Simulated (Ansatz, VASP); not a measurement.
## One calculation of GaIr2, two programs

```
Ga Ir
1.0
     0.00000    2.90357    2.90357
     2.90357    0.00000    2.90357
     2.90357    2.90357    0.00000
Ga Ir
1 2
Direct
  0.50000 0.50000 0.50000
  0.25000 0.25000 0.25000
  0.75000 0.75000 0.75000
```

Alike in both runs: functional PBE; k mesh 6 × 6 × 6; occupations gaussian, width 0.1 eV; no spin polarisation.

Ansatz relaxed the structure, and its values are those at the end. VASP's run is a single point on that final structure, the one shown.

|  | VASP | Ansatz |
| --- | --- | --- |
| version | VASP 6.6.1 | Ansatz 0.2.0 |
| potentials or method | VASP PAW PBE potentials, release 64 (Ga_d, Ir), cutoff 520 eV | scalar-relativistic, plane waves, PAW |
| valence electrons in the cell | 31 | 47 |

VASP gave:

```
gap on the k mesh at the Fermi level (eV) : none
pressure (GPa)                            : 0.4
```

Problem. Which values does Ansatz return?

Solution. gap on the k mesh at the Fermi level (eV): none; pressure (GPa): 0.0.

A gap of «none» marks a metal or a gap that the smearing closes. VASP's potentials hold 31 valence electrons a cell and Ansatz's 47, so a difference there can come from the potentials and not from the codes.

Spin-orbit coupling is off throughout.
